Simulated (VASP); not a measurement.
Input of a VASP 6.6.1 run:

Contents of INCAR:

```
SYSTEM = I
PREC = Accurate
ENCUT = 520
EDIFF = 1E-6
ISMEAR = 0
SIGMA = 0.1
LREAL = .False.
LASPH = .True.
NELM = 100
ALGO = Normal
ISIF = 2
LWAVE = .False.
LCHARG = .True.
GGA = RP
LELF = .True.
LVHAR = .True.
NBANDS = 10
```

KPOINTS

```
regular mesh
0
Gamma
  11 11 11
  0 0 0
```

The input POSCAR:

```
I
1.0
   -1.6174560000      1.6174560000      4.2648080000
    1.6174560000     -1.6174560000      4.2648080000
    1.6174560000      1.6174560000     -4.2648080000
I
1
Direct
    0.0000000000      0.0000000000      0.0000000000
```

Potentials or basis: VASP PAW PBE potentials, release 64 (I).

The run is started by

```bash
$ cat potpaw_PBE.64/I/POTCAR > POTCAR
$ mpirun -np 1 vasp_std > vasp.out
```

(1) Estimate the pressure.

(2) What does it give for the band gap on the k mesh?

## Answers

(1) 1.3 GPa.

(2) zero (an odd number of electrons rules out a gap without spin polarisation).

Caveat: the PAW data sets were made with another functional, which shifts forces and pressure a little; spin-orbit coupling is left out, which moves the levels of the heavy elements; an odd number of electrons without spin polarisation forces a metal; a magnetic or distorted state may lie lower.
